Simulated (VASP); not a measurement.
# H4C3O2 in VASP: further runs, part 3 of 3

VASP 6.6.1. Earlier steps stand in the parts before.

### Step 5. Single point, PBE

Input file INCAR:

```
SYSTEM = H4C3O2
ALGO = Normal
EDIFF = 1E-6
ENCUT = 520
GGA = PE
ISIF = 2
ISMEAR = -1
LASPH = .True.
LCHARG = .False.
LREAL = Auto
LWAVE = .False.
NBANDS = 80
NELM = 80
PREC = Accurate
SIGMA = 0.05
```

Input file KPOINTS:

```
k-points
0
Gamma
  1 1 1
  0 0 0
```

Input file POSCAR:

```
H4C3O2
1.0
    8.6677180000      0.0000000000      0.0000000000
    0.0000000000      8.6677180000      0.0000000000
    0.0000000000      0.0000000000      8.6677180000
C O H
12 8 16
Direct
    0.5011584364      0.9926488148      0.8869231786
    0.5412266527      0.2915877051      0.4723503926
    0.9401205715      0.4765729573      0.1474321154
    0.9050479030      0.4335166419      0.6850245936
    0.4849142531      0.7466901900      0.3078895737
    0.3482462166      0.6903431791      0.2597338769
    0.8638952029      0.9725166416      0.9060977757
    0.8300454629      0.8711174037      0.7928153639
    0.1143438215      0.0126792311      0.4948130523
    0.1622572400      0.0589197757      0.3586180353
    0.4076505489      0.3504728696      0.8543655897
    0.5233211325      0.3603947429      0.9488887387
    0.4857564586      1.0118349489      1.0194609469
    0.5077460988      0.9762892609      0.7508204582
    0.6104605618      0.2047597764      0.5459683852
    0.4641129303      0.3772388534      0.3957327638
    0.8346487507      0.5449877349      0.0884431173
    1.0317709921      0.4176070334      0.2209001262
    1.0033898196      0.4027242234      0.7707565013
    0.8295032210      0.4766883279      0.5809718313
    0.5966622357      0.6903085680      0.3330749801
    0.4991048394      0.8706443841      0.3187805602
    0.3100008561      0.5705884755      0.2497081700
    0.2552113486      0.7747367877      0.2442280656
    0.9114740466      0.9446430998      1.0219068041
    0.8350986961      1.0922944194      0.8713596820
    0.8349948625      0.7422714952      0.8101671051
    0.7910155822      0.9113125277      0.6836170720
    0.0021689677      0.0455598579      0.5406728738
    0.1766439563     -0.0678956099      0.5622587168
    0.0805056187      0.1223159314      0.2843885784
    0.2825311114      0.0357995034      0.3177076135
    0.4148958238      0.2728745905      0.7497013632
    0.2965371047      0.4050893211      0.8768397864
    0.6297389924      0.2907570366      0.9371555466
    0.5226173717      0.4387198568      1.0458000595
```

Potentials or basis: VASP PAW PBE potentials, release 64 (C, O, H).

Command:

```bash
$ cat potpaw_PBE.64/C/POTCAR potpaw_PBE.64/O/POTCAR potpaw_PBE.64/H/POTCAR > POTCAR
$ mpirun -np 1 vasp_gam > vasp.out
```

OUTCAR:

```text
SYSTEM = H4C3O2
   EDIFF = 1E-6
   ENCUT = 520
   GGA = PE
   ISIF = 2
   ISMEAR = -1
   LASPH = .True.
   LREAL = Auto
   NELM = 80
   PREC = Accurate

 ion  position               nearest neighbor table
   1  0.501  0.993  0.887-  13 1.17  14 1.19
   2  0.541  0.292  0.472-  15 1.15  16 1.20
   3  0.940  0.477  0.147-  18 1.14  17 1.20
   4  0.905  0.434  0.685-  19 1.16  20 1.18
   5  0.485  0.747  0.308-  22 1.09  21 1.11   6 1.35
   6  0.348  0.690  0.260-  23 1.09  24 1.10   5 1.35
   7  0.864  0.973  0.906-  26 1.11  25 1.11   8 1.35
   8  0.830  0.871  0.793-  28 1.06  27 1.13   7 1.35
   9  0.114  0.013  0.495-  30 1.06  29 1.09  10 1.31
  10  0.162  0.059  0.359-  31 1.10  32 1.12   9 1.31
  11  0.408  0.350  0.854-  34 1.09  33 1.13  12 1.30
  12  0.523  0.360  0.949-  36 1.08  35 1.11  11 1.30
  13  0.486  0.012  0.019-   1 1.17
  14  0.508  0.976  0.751-   1 1.19
  15  0.610  0.205  0.546-   2 1.15
  16  0.464  0.377  0.396-   2 1.20
  17  0.835  0.545  0.088-   3 1.20
[... 17 lines left out ...]
  35  0.630  0.291  0.937-  12 1.11
  36  0.523  0.439  0.046-  12 1.08

  LATTYP: Found a simple cubic cell.
 ALAT       =     8.6677180000

  Lattice vectors:

[... 227 lines left out ...]

 k-point     1 :       0.0000    0.0000    0.0000
  band No.  band energies     occupation
      1     -27.0197      2.00000
      2     -26.8717      2.00000
      3     -26.5693      2.00000
      4     -26.1283      2.00000
      5     -25.7396      2.00000
      6     -25.3763      2.00000
[... 60 lines left out ...]
     67       2.1624      0.00000
     68       2.2311      0.00000
 [bands above 68 left out]

------------------------ aborting loop because EDIFF is reached ----------------------------------------

  FORCE on cell =-STRESS in cart. coord.  units (eV):
  Direction    XX          YY          ZZ          XY          YZ          ZX
  --------------------------------------------------------------------------------------
  -------------------------------------------------------------------------------------
  Total        1.1697307      1.7607276      2.9183645     -1.5027758     -3.2300356      2.6589647
  in kB        2.8779428      4.3319998      7.1801877     -3.6973490     -7.9470066      6.5419744
  external PRESSURE =       4.7967101 kB  Pullay stress =       0.0000000 kB

 VOLUME and BASIS-vectors are now :
 -----------------------------------------------------------------------------
  energy-cutoff  :      520.00
  volume of cell :      651.20
      direct lattice vectors                 reciprocal lattice vectors
     8.667718000  0.000000000  0.000000000     0.115370620  0.000000000  0.000000000
     0.000000000  8.667718000  0.000000000     0.000000000  0.115370620  0.000000000
     0.000000000  0.000000000  8.667718000     0.000000000  0.000000000  0.115370620

 POSITION                                       TOTAL-FORCE (eV/Angst)
 -----------------------------------------------------------------------------------
      4.34390      8.60400      7.68760        -0.374810     -0.206126     -1.704859
      4.69120      2.52740      4.09420        -2.491374      2.398384     -2.329778
      8.14870      4.13080      1.27790        -4.706487      3.117898     -2.032766
      7.84470      3.75760      5.93760         0.311695      0.975899     -1.843900
      4.20310      6.47210      2.66870         0.115786     -0.222899     -0.315265
      3.01850      5.98370      2.25130         0.215941      0.468136      0.614606
[... 28 lines left out ...]
      5.45840      2.52020      8.12300        -0.304393      0.392876     -0.173518
      4.52990      3.80270      0.39698        -0.076621      0.103236      0.463605
 -----------------------------------------------------------------------------------
    total drift:                                0.016802     -0.019253     -0.055987

  FREE ENERGIE OF THE ION-ELECTRON SYSTEM (eV)
  ---------------------------------------------------
  free  energy   TOTEN  =      -218.9128465140 eV

  energy  without entropy=     -218.9128465140  energy(sigma->0) =     -218.91284651
```

Wall time 58 s (1 thread of Intel Xeon Platinum 8488C (Sapphire Rapids), shared host); peak memory 0.56 GiB.

Results:

| Property | Result |
| --- | --- |
| Free energy | -218.9128 eV |
| Pressure | 0.5 GPa |
| Largest force | 6.000 eV/Å |
| Band gap on the k mesh | 4.28 eV |

Forces in eV/Å, atoms in the order of the input:
```
C   -0.375 -0.206 -1.705
C   -2.491  2.398 -2.330
C   -4.706  3.118 -2.033
C    0.312  0.976 -1.844
C    0.116 -0.223 -0.315
C    0.216  0.468  0.615
C   -0.352 -0.074 -0.878
C    0.653 -1.229  1.843
C   -0.914 -0.039  0.397
C    0.569  0.473 -1.257
C   -1.509 -1.133 -2.171
C    2.011  0.003  1.111
O    0.156 -0.098  0.659
O   -0.115  0.008  1.191
O    1.336 -1.263  1.031
O    1.287 -1.218  1.140
O    1.728 -1.111  0.343
O    2.982 -1.949  1.688
O    0.586 -0.769  1.670
O   -0.867 -0.166  0.152
H   -0.755 -0.496 -0.130
H   -0.201  0.343 -0.027
H    0.545  0.001 -0.051
H    0.079 -0.091 -0.123
H   -0.433  0.159 -0.651
H    0.594 -0.161  0.693
H    0.188  1.051 -0.172
H   -0.410  0.191 -0.762
H   -0.208 -0.091 -0.108
H    0.873 -0.440  0.879
H    0.661  0.139  0.095
H   -0.964  0.012 -0.008
H   -0.307  0.662  0.974
H    0.098  0.258 -0.204
H   -0.304  0.393 -0.174
H   -0.077  0.103  0.464
```

Caveat: the k points lie up to 0.72 Å⁻¹ apart; the atoms stand as in a frame of molecular dynamics.

### Step 6. Single point, PBE

Input file INCAR:

```
SYSTEM = H4C3O2
  PREC = Accurate
  ENCUT = 520
  EDIFF = 1E-6
  ISMEAR = -1
  SIGMA = 0.05
  LREAL = Auto
  LASPH = .True.
  NELM = 60
  ALGO = Normal
  ISIF = 2
  LWAVE = .False.
  LCHARG = .False.
  GGA = PE
  NBANDS = 80
```

Input file KPOINTS:

```
regular mesh
0
Gamma
  1 1 1
  0 0 0
```

Input file POSCAR:

```
H4C3O2
1.0
    8.6677180000      0.0000000000      0.0000000000
    0.0000000000      8.6677180000      0.0000000000
    0.0000000000      0.0000000000      8.6677180000
C O H
12 8 16
Direct
    0.4923095098      0.9764277057      0.8888152568
    0.5685925638      0.2869267320      0.4643090604
    0.9350442642      0.4678970866      0.1497049166
    0.9171502811      0.4317053231      0.6880588409
    0.4599480509      0.7214009501      0.2782739355
    0.3235222927      0.6516247991      0.2634141997
    0.8609071038      0.9807194927      0.9414473337
    0.9120047514      0.8917802817      0.8236885418
    0.1386408741      0.0229818275      0.5440647700
    0.1278075729      0.0085258888      0.3929638689
    0.4002668292      0.3454311735      0.9138852925
    0.5482988717      0.3542224147      0.9670365372
    0.4886753353      0.9574030904      1.0240988459
    0.5013430294      1.0005401652      0.7568658787
    0.6700379500      0.2178658789      0.5208637383
    0.4568099701      0.3554799545      0.4131998757
    0.8581843572      0.5352619917      0.0591620540
    1.0172919793      0.4077659195      0.2346984523
    1.0106466316      0.3845418137      0.7782555916
    0.8238962089      0.4767575503      0.6018308394
    0.5662159290      0.6673036663      0.2422667650
    0.4685200880      0.8309684279      0.3502190542
    0.2987868318      0.5342236561      0.2261841006
    0.2226768337      0.7125289494      0.3128274362
    0.8956567346      0.9520037454      1.0634863755
    0.8087249724      1.0889025231      0.9077475755
    0.9651559961      0.7788093706      0.8333912109
    0.8761475627      0.9220419954      0.7036223375
    0.0269390398      0.0328921638      0.6023615443
    0.2407323358      0.0002999636      0.6217668826
    0.0227164751      0.0320961065      0.3346901687
    0.2262763971      0.0052955115      0.3058013655
    0.3767427597      0.3486615508      0.7895619124
    0.3021556539      0.3413355165      0.9854612252
    0.6446218024      0.3737431236      0.8868770304
    0.5651891305      0.3492960892      1.0906561566
```

Potentials or basis: VASP PAW PBE potentials, release 64 (C, O, H).

Command:

```bash
$ cat potpaw_PBE.64/C/POTCAR potpaw_PBE.64/O/POTCAR potpaw_PBE.64/H/POTCAR > POTCAR
$ mpirun -np 1 vasp_gam > vasp.out
```

Run time: 58 s. Hardware: 1 thread of Intel Xeon Platinum 8488C (Sapphire Rapids), shared host; peak memory 0.55 GiB.

It converged, with:

```
Free energy            : -218.9190 eV
Pressure               : -0.4 GPa
Largest force          : 3.822 eV/Å
Band gap on the k mesh : 4.38 eV
```

Forces in eV/Å, atoms in the order of the input:
```
C    0.245  0.020  2.073
C   -3.349  1.572 -0.958
C   -1.430  1.775 -2.208
C    1.667 -0.869  1.663
C   -0.305  0.534  1.117
C   -0.694  0.628  0.866
C    1.678 -1.185 -0.159
C   -1.488  0.447 -0.237
C    0.050 -0.831  1.419
C    2.322  0.705 -1.808
C    2.517  0.321 -0.912
C   -1.937  0.034 -0.833
O   -0.150  0.007 -0.886
O   -0.117 -0.037 -1.224
O    0.268 -0.223 -0.185
O    3.020 -1.739  1.126
O    0.025 -0.299  0.441
O    1.418 -1.433  1.831
O   -1.209  0.630 -1.292
O   -0.262  0.462 -0.374
H    0.399 -0.045 -0.171
H   -0.018 -0.934 -1.101
H    0.393  0.105 -0.446
H    0.200 -0.252 -0.221
H   -0.611  0.458 -0.931
H   -0.326  0.335  0.483
H    0.297 -0.038  0.325
H    0.265 -0.172  0.761
H    0.410  0.278  0.247
H   -0.702  0.425 -0.998
H   -1.209 -0.002 -0.319
H   -0.659 -0.351  1.197
H    0.016  0.073  0.138
H   -0.962 -0.256  0.970
H   -0.165 -0.240  0.378
H    0.404  0.097  0.227
```

Stress tensor (GPa, compression positive):
```
-0.70  0.31 -0.52
 0.31 -0.10 -0.16
-0.52 -0.16 -0.46
```

Levels at points of the mesh, in eV from the valence-band top:
| k point | band 52 | band 53 | band 54 | band 55 | band 56 | band 57 | band 58 | band 59 | band 60 | band 61 |
| --- | --- | --- | --- | --- | --- | --- | --- | --- | --- | --- |
| (0.00, 0.00, 0.00) | -1.66 | -0.51 | -0.42 | -0.37 | 0.00 | 4.38 | 4.82 | 4.91 | 5.27 | 5.32 |

Caveat: the k points lie up to 0.72 Å⁻¹ apart; the atoms stand as in a frame of molecular dynamics.

### Step 7. The runs side by side

```csv
cell,gap on the mesh (eV),pressure (GPa),largest force (eV/Å)
"as given, atomic positions A",4.65,1.8,4.24
"as given, atomic positions B",4.44,0.3,4.02
"as given, atomic positions C",4.25,-1.3,2.87
"as given, atomic positions D",4.28,0.5,6.00
"as given, atomic positions E",4.38,-0.4,3.82
```

Alike in all rows: task single point; level PBE; potentials or basis VASP PAW PBE potentials, release 64 (C, O, H); no spin polarisation; k mesh 1 × 1 × 1; cutoff (eV) 520; smearing fermi-dirac 0.05 eV.

Caveats: all runs use coarse meshes; the atoms stand as in a frame of molecular dynamics (at least some runs).

Absolute energies hang on the potentials; compare differences alone.
